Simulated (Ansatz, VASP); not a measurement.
Gd in VASP and in Ansatz

File INCAR:

```
SYSTEM = Gd
  PREC = Accurate
  ENCUT = 520
  EDIFF = 1E-7
  ISMEAR = -1
  SIGMA = 0.08
  LREAL = .FALSE.
  LASPH = .TRUE.
  NELM = 150
  ALGO = Normal
  ISIF = 2
  LWAVE = .FALSE.
  LCHARG = .FALSE.
  ISPIN = 2
  MAGMOM = 7
  LORBIT = 11
  LMAXMIX = 6
  GGA = PE
  NBANDS = 19
```

File KPOINTS:

```
regular mesh
0
G
  15 15 15
  0 0 0
```

The input POSCAR:

```
Gd
1.0
   -1.7107295052      1.7107295052      1.7107295052
    1.7107295052     -1.7107295052      1.7107295052
    1.7107295052      1.7107295052     -1.7107295052
Gd
1
Direct
    0.0000000000      0.0000000000      0.0000000000
```

Input for Ansatz:

```yaml
crystal:
  lattice:
    - [-1.7107295052, 1.7107295052, 1.7107295052]
    - [1.7107295052, -1.7107295052, 1.7107295052]
    - [1.7107295052, 1.7107295052, -1.7107295052]
  atoms:
    - { symbol: Gd, position: [0.0, 0.0, 0.0], spin: 7.0 }
magnetization:
  spin_polarized: true
kpoints:
  mp_grid: { grid: [15, 15, 15] }
scf:
  occupations: { method: fermi_dirac, width: 0.08 }
hamiltonian:
  xc: pbe
  pseudopotentials: { kind: all_electron, lapw: { basis_error: 0.001 } }
output:
  forces: true
  stress: true
  eigenvalues: true
  populations: true
```

Change from the starting cell: volume scaled by 0.6, LAPW.

Alike in both runs: task single point; functional PBE; k mesh 15 × 15 × 15; occupations fermi-dirac, width 0.08 eV; collinear spin.

|  | VASP | Ansatz |
| --- | --- | --- |
| version | VASP 6.6.1 | Ansatz 0.2.0 |
| potentials or method | VASP PAW PBE potentials, release 64 (Gd), cutoff 520 eV | all-electron LAPW, scalar-relativistic |

VASP gave:

| Quantity | Value |
| --- | --- |
| pressure (GPa) | 38.1 |
| net moment per atom (μB) | 7.49 |
| size of the moment on the site where the two differ most (μB) | 7.00 |

Q: Estimate Ansatz's values.

A: Pressure (GPa): 37.7; net moment per atom (μB): 7.49; size of the moment on the site where the two differ most (μB): 7.32.

Site moments also hang on the region over which each program counts them. Both programs put the cell under a high pressure, so it lies far from rest at this level. Ansatz ran all-electron here, and VASP with PAW potentials.

Spin-orbit coupling is off throughout.
